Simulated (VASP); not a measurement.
# Hf8CN6 (a cell with a defect) in VASP: further runs, part 2 of 2

VASP 6.6.1.

**3. Single point, PBE**

The input, INCAR:

```
ALGO = Normal
EDIFF = 1E-7
ENCUT = 520
GGA = PE
ISIF = 2
ISMEAR = 0
LASPH = T
LCHARG = T
LELF = T
LREAL = Auto
LVHAR = T
LWAVE = F
NBANDS = 70
NELM = 80
PREC = Accurate
SIGMA = 0.02
```

The input, KPOINTS:

```
k-points
0
Gamma
  2 2 2
```

The input, POSCAR:

```
Hf8CN6
1.0
   -3.1339080000     -5.4280880000      0.0000000000
    4.7008620000     -2.7140440000      0.0000000000
    0.0000000000      0.0000000000      5.4167680000
Hf N C
8 6 1
Direct
    0.4999999153      0.6572938611      0.7403601188
    0.5000000847      0.3427061389      0.2596398812
    0.2450927391      0.1713277471      0.7405993759
    0.2450927360      0.8286722916      0.2594006241
   -0.0000000814      0.6703433849      0.7522746036
    0.0000000814      0.3296566151      0.2477253964
    0.7549072640      0.1713277084      0.7405993759
    0.7549072609      0.8286722529      0.2594006241
    0.7515342281      0.5000000276      0.0000000000
    0.7538243498      0.5000000341      0.5000000000
    0.2484657719      0.4999999724      0.0000000000
    0.2461756502      0.4999999659      0.5000000000
    0.0000000000      0.0000000000      0.0000000000
    0.0000000000      0.0000000000      0.5000000000
    0.5000000000      0.0000000000     -0.5000000000
```

Potentials or basis: VASP PAW PBE potentials, release 64 (Hf_pv, N, C).

Launch:

```console
$ cat potpaw_PBE.64/Hf_pv/POTCAR potpaw_PBE.64/N/POTCAR potpaw_PBE.64/C/POTCAR > POTCAR
$ mpirun -np 1 vasp_std > vasp.out
```

OUTCAR:

```text
EDIFF = 1E-7
   ENCUT = 520
   GGA = PE
   ISIF = 2
   ISMEAR = 0
   LASPH = T
   LREAL = Auto
   NELM = 80
   PREC = Accurate

 ion  position               nearest neighbor table
   1  0.500  0.657  0.740-  12 2.23  10 2.23  15 2.27  11 2.28   9 2.28   3 3.08   7 3.08   2 3.11
                             5 3.14   5 3.14   4 3.19   8 3.19   3 3.22   7 3.22   2 3.29   4 3.36
   2  0.500  0.343  0.260-  10 2.23  12 2.23  15 2.27   9 2.28  11 2.28   8 3.08   4 3.08   1 3.11
                             6 3.14   6 3.14   7 3.19   3 3.19   8 3.22   4 3.22   1 3.29   7 3.36
   3  0.245  0.171  0.741-  12 2.21  14 2.22  15 2.26  11 2.27  13 2.28   7 3.07   1 3.08   5 3.11
                             5 3.12   2 3.19   7 3.20   6 3.20   4 3.20   1 3.22   6 3.26   2 3.36
   4  0.245  0.829  0.259-  12 2.21  14 2.22  15 2.26  11 2.27  13 2.28   8 3.07   2 3.08   6 3.11
                             6 3.12   1 3.19   8 3.20   5 3.20   3 3.20   2 3.22   5 3.26   1 3.36
   5  1.000  0.670  0.752-  13 2.24  14 2.25   9 2.25  11 2.25  10 2.26  12 2.26   7 3.11   3 3.11
                             7 3.12   3 3.12   1 3.14   1 3.14   8 3.20   4 3.20   6 3.26   8 3.26
   6  0.000  0.330  0.248-  13 2.24  14 2.25  11 2.25   9 2.25  12 2.26  10 2.26   4 3.11   8 3.11
                             4 3.12   8 3.12   2 3.14   2 3.14   3 3.20   7 3.20   5 3.26   3 3.26
   7  0.755  0.171  0.741-  10 2.21  14 2.22  15 2.26   9 2.27  13 2.28   3 3.07   1 3.08   5 3.11
[... 796 lines left out ...]
  Total        7.6098487      8.6138383      7.4205039      0.8694802      0.0555275     -0.0961762
  in kB       66.1581347     74.8865705     64.5120179      7.5590445      0.4827422     -0.8361318
  external PRESSURE =      68.5189077 kB  Pullay stress =       0.0000000 kB

 VOLUME and BASIS-vectors are now :
 -----------------------------------------------------------------------------
  energy-cutoff  :      520.00
  volume of cell :      184.29
      direct lattice vectors                 reciprocal lattice vectors
    -3.133908000 -5.428088000  0.000000000    -0.079772603 -0.138170199  0.000000000
     4.700862000 -2.714044000  0.000000000     0.159545207 -0.092113466  0.000000000
     0.000000000  0.000000000  5.416768000     0.000000000  0.000000000  0.184611931

 POSITION                                       TOTAL-FORCE (eV/Angst)
 -----------------------------------------------------------------------------------
      1.52289     -4.49797      4.01036        -0.054924      0.031710     -0.043352
      0.04406     -3.64416      1.40641         0.054924     -0.031710      0.043352
      0.03729     -1.79538      4.01166         0.097454      0.034374     -0.040186
      3.12738     -3.57944      1.40511        -0.018959      0.101585      0.040186
      0.01728     -7.24743      4.07490        -0.021579      0.012459     -0.041521
      1.54967     -0.89470      1.34187         0.021579     -0.012459      0.041521
     -1.56042     -4.56269      4.01166         0.018959     -0.101585     -0.040186
      1.52966     -6.34676      1.40511        -0.097454     -0.034374      0.040186
     -0.00481     -5.43642      0.00000        -0.008086     -0.014006     -0.000000
     -0.01199     -5.44885      2.70838        -0.003957     -0.006855      0.000000
      1.57176     -2.70572      0.00000         0.008086      0.014006      0.000000
      1.57894     -2.69329      2.70838         0.003957      0.006855     -0.000000
      0.00000      0.00000      0.00000        -0.000000      0.000000      0.000000
      0.00000      0.00000      2.70838        -0.000000      0.000000      0.000000
     -1.56695     -2.71404      2.70838        -0.000000      0.000000      0.000000
 -----------------------------------------------------------------------------------
    total drift:                               -0.000000     -0.000000      0.000000

  FREE ENERGIE OF THE ION-ELECTRON SYSTEM (eV)
  ---------------------------------------------------
  free  energy   TOTEN  =      -161.0885409209 eV

  energy  without entropy=     -161.0883537486  energy(sigma->0) =     -161.08844733
```

Wall time 2.2 min (1 thread of AMD EPYC 9R45 (Zen 5), shared host); peak memory 0.27 GiB.

Results:

| Item | Value |
| --- | --- |
| Free energy | -161.0885 eV |
| Pressure | 6.9 GPa |
| Largest force | 0.111 eV/Å |
| Band gap on the k mesh | zero (bands 57 and 58 overlap by 0.55 eV) |

Forces on the atoms (eV/Å):
```
Hf  -0.055  0.032 -0.043
Hf   0.055 -0.032  0.043
Hf   0.097  0.034 -0.040
Hf  -0.019  0.102  0.040
Hf  -0.022  0.012 -0.042
Hf   0.022 -0.012  0.042
Hf   0.019 -0.102 -0.040
Hf  -0.097 -0.034  0.040
N   -0.008 -0.014  0.000
N   -0.004 -0.007  0.000
N    0.008  0.014  0.000
N    0.004  0.007  0.000
N    0.000  0.000  0.000
N    0.000  0.000  0.000
C    0.000  0.000  0.000
```

Stress tensor (GPa, compression positive):
```
 6.62  0.76 -0.08
 0.76  7.49  0.05
-0.08  0.05  6.45
```

Caveat: the k points lie up to 0.58 Å⁻¹ apart, too coarse for converged energies and pressures of a metal; spin-orbit coupling is left out, which moves the levels of the heavy elements.

**4. Relaxation of the atoms, PBE**

The input, INCAR:

```
ALGO = Normal ; EDIFF = 1E-7
EDIFFG = -0.03 ; ENCUT = 520
GGA = PE ; IBRION = 2
ISIF = 2 ; ISMEAR = 0
LASPH = T ; LCHARG = F
LREAL = Auto ; LWAVE = F
NELM = 100 ; NSW = 80
PREC = Accurate ; SIGMA = 0.02
```

KPOINTS is that of step 3.

The input, POSCAR:

```
Hf8CN6
1.0
   -3.1339080000     -5.4280880000      0.0000000000
    4.7008620000     -2.7140440000      0.0000000000
    0.0000000000      0.0000000000      5.4167680000
Hf N C
8 6 1
Direct
    0.4938683000      0.6736773000      0.7454203000
    0.4957974000      0.3314081000      0.2354567000
    0.2439030000      0.1803842000      0.7462092000
    0.2466491000      0.8312071000      0.2431740000
    0.0042301000      0.6676582000      0.7484524000
   -0.0036163000      0.3328693000      0.2521594000
    0.7479676000      0.1582437000      0.7576247000
    0.7492464000      0.8351977000      0.2488674000
    0.7512471000      0.5069787000      0.0059530000
    0.7549120000      0.4931392000      0.4879964000
    0.2471645000      0.5039761000     -0.0023844000
    0.2574027000      0.5018480000      0.4955540000
   -0.0022023000      0.0023978000      0.0014654000
    0.0030641000     -0.0123053000      0.5045666000
    0.4975704000     -0.0033936000     -0.0010382000
```

Launch:

```console
$ cat potpaw_PBE.64/Hf_pv/POTCAR potpaw_PBE.64/N/POTCAR potpaw_PBE.64/C/POTCAR > POTCAR
$ mpirun -np 1 vasp_std > vasp.out
```

Run time: 33 min. Hardware: 1 thread of Oxide Virtual Turin-like, shared host; peak memory 0.28 GiB.

It converged, with:

```yaml
Free_energy: -161.0899 eV
Energy_gained_by_relaxing: 35.7 meV/atom
Ionic_steps: 10
Pressure_after_relaxing: 7.0 GPa
Largest_force_after_relaxing: 0.018 eV/Å
Band_gap_on_the_k_mesh: zero (bands 57 and 58 overlap by 0.53 eV)
```

Forces in eV/Å, atoms in the order of the input:
```
Hf   0.006 -0.007 -0.004
Hf  -0.013 -0.006  0.011
Hf   0.000  0.001 -0.006
Hf   0.000 -0.001  0.008
Hf  -0.005 -0.006 -0.007
Hf   0.001  0.007  0.014
Hf  -0.002  0.007 -0.003
Hf   0.004  0.007 -0.007
N   -0.001  0.013 -0.001
N    0.005 -0.006 -0.005
N   -0.001 -0.006 -0.010
N   -0.009 -0.001  0.004
N    0.008 -0.008 -0.008
N    0.001  0.007  0.003
C    0.004 -0.001  0.012
```

Stress tensor (GPa, compression positive):
```
 6.75  0.77 -0.08
 0.77  7.63  0.05
-0.08  0.05  6.52
```

The path:
```tsv
step	energy change (eV)	largest force (eV/Å)	pressure (GPa)
1	0.0000	2.1245	6.47
2	-0.4813	0.7069	7.01
3	-0.4828	0.6458	6.92
4	-0.5243	0.2521	7.11
5	-0.5243	0.2409	7.10
6	-0.5329	0.1045	6.96
7	-0.5330	0.1164	6.94
8	-0.5349	0.0480	6.95
9	-0.5350	0.0492	6.95
10	-0.5353	0.0178	6.97
```

Final structure:
```cif
data_structure
_symmetry_space_group_name_H-M 'P 1'
_symmetry_Int_Tables_number 1
_cell_length_a 6.2678
_cell_length_b 5.4281
_cell_length_c 5.4168
_cell_angle_alpha 90.000
_cell_angle_beta 90.000
_cell_angle_gamma 90.000
_cell_volume 184.29
loop_
_atom_site_label
_atom_site_type_symbol
_atom_site_fract_x
_atom_site_fract_y
_atom_site_fract_z
_atom_site_occupancy
Hf1 Hf 0.49910 0.65821 0.75729 1
Hf2 Hf 0.49907 0.34440 0.23789 1
Hf3 Hf 0.24423 0.17194 0.75790 1
Hf4 Hf 0.24330 0.82833 0.23814 1
Hf5 Hf 0.99905 0.67176 0.74571 1
Hf6 Hf 0.99918 0.33109 0.25059 1
Hf7 Hf 0.75412 0.17200 0.75788 1
Hf8 Hf 0.75507 0.82831 0.23839 1
N1 N 0.75326 0.49956 0.99820 1
N2 N 0.75079 0.49836 0.49763 1
N3 N 0.24505 0.49939 0.99821 1
N4 N 0.24736 0.49873 0.49757 1
N5 N 0.99911 0.00038 0.99827 1
N6 N 0.99931 0.00050 0.49751 1
C1 C 0.49921 0.00034 0.99829 1
```

Levels at points of the mesh, in eV from the Fermi level:
```tsv
k point	band 55	band 56	band 57	band 58	band 59	band 60
(0.00, 0.00, 0.00)	-1.40	-1.13	-0.32	0.65	0.97	1.02
(0.50, 0.00, 0.00)	-1.17	-1.15	-0.40	0.14	0.44	0.91
(0.00, 0.50, 0.00)	-2.01	-1.69	-1.60	0.81	1.22	1.38
(0.50, 0.50, 0.00)	-1.91	-1.77	-1.59	0.37	1.01	1.67
(0.00, 0.00, 0.50)	-0.77	-0.47	-0.07	0.49	0.55	0.83
(0.50, 0.00, 0.50)	-0.73	0.13	0.24	0.35	0.38	0.87
(0.00, 0.50, 0.50)	-0.88	-0.39	-0.04	0.04	0.29	0.61
(0.50, 0.50, 0.50)	-1.00	-0.41	-0.35	-0.29	-0.14	0.12
```

Caveat: the k points lie up to 0.58 Å⁻¹ apart, too coarse for converged energies and pressures of a metal; spin-orbit coupling is left out, which moves the levels of the heavy elements.

**5. Overview**

| task | cell | gap on the mesh (eV) | pressure (GPa) | largest force (eV/Å) |
| --- | --- | --- | --- | --- |
| single point | as given, atomic positions A | none | 6.9 | 0.09 |
| single point | as given, atomic positions B | none | 6.9 | 0.11 |
| relaxation of the atoms | atoms relaxed, atomic positions C | none | 7.0 | 0.02 |

Alike in all rows: level PBE; potentials or basis VASP PAW PBE potentials, release 64 (Hf_pv, N, C); no spin polarisation; k mesh 2 × 2 × 2; cutoff (eV) 520; smearing gaussian 0.02 eV.

Caveats: all runs use coarse meshes; spin-orbit coupling is left out, which moves the levels of the heavy elements.

Total energies depend on the potentials used, so only differences within one code and one set of settings carry meaning.
